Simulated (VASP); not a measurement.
# HfO2 (Fm-3m) in VASP: notebook, part 2 of 2

VASP 6.6.1.

## 4. Single point, PBEsol (volume scaled by 0.880)

File INCAR:

```
SYSTEM = HfO2
PREC = Accurate ; ENCUT = 520
EDIFF = 1E-6 ; ISMEAR = 0
SIGMA = 0.05 ; LREAL = .False.
LASPH = .True. ; NELM = 60
ALGO = Normal ; ISIF = 2
LWAVE = .False. ; LCHARG = .True.
GGA = PS ; LELF = .True.
LVHAR = .True. ; NBANDS = 18
```

File KPOINTS:

```
Automatic mesh
0
Gamma
  8 8 8
  0 0 0
```

File POSCAR:

```
HfO2
1.0
    0.0000000000      2.4165585107      2.4165585107
    2.4165585107      0.0000000000      2.4165585107
    2.4165585107      2.4165585107      0.0000000000
Hf O
1 2
Direct
    0.0000000000      0.0000000000      0.0000000000
    0.2500000000      0.2500000000      0.2500000000
    0.7500000000      0.7500000000      0.7500000000
```

Potentials or basis: VASP PAW PBE potentials, release 64 (Hf_pv, O).

Launch:

```sh
$ cat potpaw_PBE.64/Hf_pv/POTCAR potpaw_PBE.64/O/POTCAR > POTCAR
$ mpirun -np 1 vasp_std > vasp.out
```

OUTCAR:

```text
SYSTEM = HfO2
   PREC = Accurate
   ENCUT = 520
   EDIFF = 1E-6
   ISMEAR = 0
   LREAL = .False.
   LASPH = .True.
   NELM = 60
   ISIF = 2
   GGA = PS

 ion  position               nearest neighbor table
   1  0.000  0.000  0.000-   3 2.09   3 2.09   3 2.09   2 2.09   3 2.09   2 2.09   2 2.09   2 2.09

   2  0.250  0.250  0.250-   1 2.09   1 2.09   1 2.09   1 2.09
   3  0.750  0.750  0.750-   1 2.09   1 2.09   1 2.09   1 2.09

  LATTYP: Found a face centered cubic cell.
 ALAT       =     4.8331170214

  Lattice vectors:

[... 678 lines left out ...]
      6      -0.2071      2.00000
[... 10 lines left out ...]
     17      17.2409      0.00000
     18      19.7403      0.00000

 [... further k-points ...]
[... 5 lines left out ...]
  --------------------------------------------------------------------------------------
  -------------------------------------------------------------------------------------
  Total        6.9693624      6.9693624      6.9693624     -0.0000000     -0.0000000      0.0000000
  in kB      395.6231417    395.6231417    395.6231417     -0.0000000     -0.0000000      0.0000000
  external PRESSURE =     395.6231417 kB  Pullay stress =       0.0000000 kB

 VOLUME and BASIS-vectors are now :
 -----------------------------------------------------------------------------
  energy-cutoff  :      520.00
  volume of cell :       28.22
      direct lattice vectors                 reciprocal lattice vectors
     0.000000000  2.416558511  2.416558511    -0.206905812  0.206905812  0.206905812
     2.416558511  0.000000000  2.416558511     0.206905812 -0.206905812  0.206905812
     2.416558511  2.416558511  0.000000000     0.206905812  0.206905812 -0.206905812

 POSITION                                       TOTAL-FORCE (eV/Angst)
 -----------------------------------------------------------------------------------
      0.00000      0.00000      0.00000         0.000000     -0.000000      0.000000
      1.20828      1.20828      1.20828        -0.000000     -0.000000     -0.000000
      3.62484      3.62484      3.62484         0.000000      0.000000      0.000000
 -----------------------------------------------------------------------------------
    total drift:                                0.000000      0.000000      0.000000

  FREE ENERGIE OF THE ION-ELECTRON SYSTEM (eV)
  ---------------------------------------------------
  free  energy   TOTEN  =       -31.2507221171 eV

  energy  without entropy=      -31.2507221171  energy(sigma->0) =      -31.25072212
```

OSZICAR:

```text
N       E                     dE             d eps       ncg     rms          rms(c)
DAV:   1     0.899130079415E+02    0.89913E+02   -0.12750E+04  1044   0.123E+03
DAV:   2    -0.326574446578E+02   -0.12257E+03   -0.11813E+03  1348   0.296E+02
DAV:   3    -0.363433506382E+02   -0.36859E+01   -0.36719E+01  1210   0.454E+01
DAV:   4    -0.363625980478E+02   -0.19247E-01   -0.19243E-01  1300   0.351E+00
DAV:   5    -0.363626929994E+02   -0.94952E-04   -0.94950E-04  1178   0.236E-01    0.670E+01
DAV:   6    -0.313447952791E+02    0.50179E+01   -0.16248E+01  1092   0.316E+01    0.529E+01
DAV:   7    -0.312766033225E+02    0.68192E-01   -0.71855E-01  1236   0.658E+00    0.304E+01
DAV:   8    -0.312590824976E+02    0.17521E-01   -0.11143E-01  1176   0.306E+00    0.616E+00
DAV:   9    -0.312511898616E+02    0.78926E-02   -0.39625E-02  1184   0.145E+00    0.233E+00
DAV:  10    -0.312507012383E+02    0.48862E-03   -0.31711E-03  1120   0.436E-01    0.161E-01
DAV:  11    -0.312507247594E+02   -0.23521E-04   -0.12650E-04  1168   0.991E-02    0.183E-01
DAV:  12    -0.312507217721E+02    0.29873E-05   -0.13142E-05  1134   0.272E-02    0.235E-03
DAV:  13    -0.312507221171E+02   -0.34492E-06   -0.87955E-07   914   0.770E-03
   1 F= -.31250722E+02 E0= -.31250722E+02  d E =-.525027E-15
```

stdout:

```text
POSCAR found type information on POSCAR HfO
 POSCAR found :  2 types and       3 ions
 scaLAPACK will be used
 -----------------------------------------------------------------------------
|                                                                             |
|                                                                             |
|     You enforced a specific xc type in the INCAR file but a different       |
|     I HOPE YOU KNOW WHAT YOU ARE DOING!                                     |
|                                                                             |
 -----------------------------------------------------------------------------

 LDA part: xc-table for (Slater+PW92), standard interpolation
 POSCAR, INCAR and KPOINTS ok, starting setup
 FFT: planning ... GRIDC
 FFT: planning ... GRID_SOFT
 FFT: planning ... GRID
 WAVECAR not read
 entering main loop
```

It took 17 s on 1 thread of Intel Xeon Platinum 8375C at 2.90GHz (Ice Lake), shared host; peak memory 0.16 GiB.

What came out:

```yaml
Free_energy: -31.2507 eV
Pressure: 39.6 GPa
Band_gap_on_the_k_mesh: 4.04 eV, direct
```

Levels at points of the mesh, in eV from the valence-band top:
| k point | band 7 | band 8 | band 9 | band 10 | band 11 | band 12 | band 13 | band 14 | band 15 | band 16 |
| --- | --- | --- | --- | --- | --- | --- | --- | --- | --- | --- |
| (0.00, 0.00, 0.00) | -6.36 | -6.36 | -0.69 | -0.69 | -0.69 | 4.07 | 4.07 | 6.79 | 12.34 | 12.34 |
| (0.50, 0.00, 0.00) | -5.18 | -3.29 | -3.10 | -2.01 | -2.01 | 5.02 | 5.02 | 8.40 | 9.29 | 10.99 |
| (0.50, 0.50, 0.00) | -3.80 | -3.80 | -1.81 | -1.81 | 0.00 | 4.04 | 6.19 | 8.00 | 9.45 | 9.45 |

Caveat: the PAW data sets were made with another functional, which shifts forces and pressure a little; spin-orbit coupling is left out, which moves the levels of the heavy elements. A k mesh can miss the band edges.

## 5. Single point, PBEsol (volume scaled by 0.920)

File INCAR:

```
PREC     = Accurate       # precision mode
ENCUT    = 520            # plane-wave cutoff, eV
EDIFF    = 1E-6           # SCF threshold, eV
ISMEAR   = 0              # smearing method
SIGMA    = 0.05           # smearing width, eV
LREAL    = F              # projectors in reciprocal space
LASPH    = T              # aspherical terms in the spheres
NELM     = 60             # most SCF steps
ALGO     = Normal         # electronic algorithm
ISIF     = 2              # what is computed and relaxed
LWAVE    = F              # write WAVECAR
LCHARG   = F              # write CHGCAR
GGA      = PS             # functional
NBANDS   = 18             # bands
```

File KPOINTS:

```
regular mesh
0
Gamma
  8 8 8
```

File POSCAR:

```
HfO2
1.0
    0.0000000000      2.4526318665      2.4526318665
    2.4526318665      0.0000000000      2.4526318665
    2.4526318665      2.4526318665      0.0000000000
Hf O
1 2
Direct
    0.0000000000      0.0000000000      0.0000000000
    0.2500000000      0.2500000000      0.2500000000
    0.7500000000      0.7500000000      0.7500000000
```

Launch:

```sh
$ cat potpaw_PBE.64/Hf_pv/POTCAR potpaw_PBE.64/O/POTCAR > POTCAR
$ mpirun -np 1 vasp_std > vasp.out
```

It took 16 s on 1 thread of Intel Xeon Platinum 8375C at 2.90GHz (Ice Lake), shared host; peak memory 0.16 GiB.

Results (log left out):

```
Free energy            : -31.4967 eV
Pressure               : 21.9 GPa
Band gap on the k mesh : 3.92 eV, direct
```

Levels at points of the mesh, in eV from the valence-band top:
| k point | band 7 | band 8 | band 9 | band 10 | band 11 | band 12 | band 13 | band 14 | band 15 | band 16 |
| --- | --- | --- | --- | --- | --- | --- | --- | --- | --- | --- |
| (0.00, 0.00, 0.00) | -6.05 | -6.05 | -0.67 | -0.67 | -0.67 | 3.99 | 3.99 | 6.44 | 11.72 | 11.72 |
| (0.50, 0.00, 0.00) | -4.91 | -3.23 | -3.00 | -1.96 | -1.96 | 4.87 | 4.87 | 7.93 | 9.15 | 10.47 |
| (0.50, 0.50, 0.00) | -3.72 | -3.72 | -1.73 | -1.73 | 0.00 | 3.92 | 5.95 | 7.55 | 9.03 | 9.03 |

Caveat: the PAW data sets were made with another functional, which shifts forces and pressure a little; spin-orbit coupling is left out, which moves the levels of the heavy elements. A k mesh can miss the band edges.

## 6. Summary

| cell | gap on the mesh (eV) | pressure (GPa) |
| --- | --- | --- |
| a = 3.311 Å, angles 60.0°, 3 atoms | 4.22 | 88.9 |
| a = 3.365 Å, angles 60.0°, 3 atoms | 4.15 | 61.5 |
| a = 3.418 Å, angles 60.0°, 3 atoms | 4.04 | 39.6 |
| a = 3.469 Å, angles 60.0°, 3 atoms | 3.92 | 21.9 |

Alike in all rows: task single point; level PBEsol; potentials or basis VASP PAW PBE potentials, release 64 (Hf_pv, O); no spin polarisation; k mesh 8 × 8 × 8; cutoff (eV) 520; smearing gaussian 0.05 eV.

Caveats: the PAW data sets were made with another functional, which shifts forces and pressure a little; spin-orbit coupling is left out, which moves the levels of the heavy elements.

Total energies depend on the potentials used, so only differences within one code and one set of settings carry meaning.
